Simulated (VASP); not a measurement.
## AlN: single point with HSE06

**Measured values to compare with.**

“Self-assembly of well-separated AlN nanowires directly on sputtered metallic TiN films”, 2019, arxiv:1910.07391 quotes, for a bulk crystal of AlN at 10 K: band gap 6.034 eV (an exciton energy, a little under the gap).

Crystal: AlN.

```
Al N
1.0
     3.10501    0.00000    0.00000
    -1.55250    2.68902    0.00000
     0.00000    0.00000    4.96848
Al N
2 2
Direct
  0.33333 0.66667 0.99899
  0.66667 0.33333 0.49899
  0.33333 0.66667 0.38101
  0.66667 0.33333 0.88101
```

| Property | Result |
| --- | --- |
| Program | VASP 6.6.1 |
| Task | single point |
| Functional | HSE06 |
| Potentials or basis | VASP PAW PBE potentials, release 64 (Al, N) |
| Cutoff | 520 eV |
| k mesh | 6 × 6 × 4 |
| Occupations | fermi-dirac, width 0.02 eV |
| Spin | no spin polarisation |

- Pressure: -0.2 GPa
- Band gap on the k mesh: 5.61 eV, direct

Stress tensor (GPa, compression positive):
```
-0.20  0.00  0.00
 0.00 -0.20  0.00
 0.00  0.00 -0.06
```

Levels at points of the mesh, in eV from the valence-band top:
```
           k point  band 4  band 5  band 6  band 7  band 8  band 9  band 10  band 11  band 12  band 13
(0.00, 0.00, 0.00)   -0.98   -0.98   -0.25   -0.25    0.00    5.61     8.17    12.52    12.80    12.80
(0.50, 0.00, 0.00)   -4.56   -3.66   -2.33   -1.91   -0.78    7.18     7.18     9.77    12.11    12.53
(0.00, 0.00, 0.50)   -3.61   -0.62   -0.62   -0.62   -0.62    7.99     7.99    12.05    12.05    13.12
(0.50, 0.00, 0.50)   -6.12   -1.63   -1.63   -1.50   -1.50    6.67     6.67    10.82    10.82    13.84
```

Run time: 21 min on 1 thread of Intel(R) Xeon(R) Platinum 8375C CPU @ 2.90GHz (Ice Lake), on a shared host, peak memory 0.26 GiB.

Measured gap of AlN: 6.034 eV (an exciton energy, a little under the gap; 10 K; quoted in “Self-assembly of well-separated AlN nanowires directly on sputtered metallic TiN films”, 2019, arxiv:1910.07391). This calculation gives 5.61 eV (-0.42 eV). 2 values of this kind are on record (6.034 to 6.0343 eV); this one was drawn at random. The value is that of HSE06, without temperature or zero-point motion.

Caveat: the PAW data sets were made with another functional, which shifts forces and pressure a little.
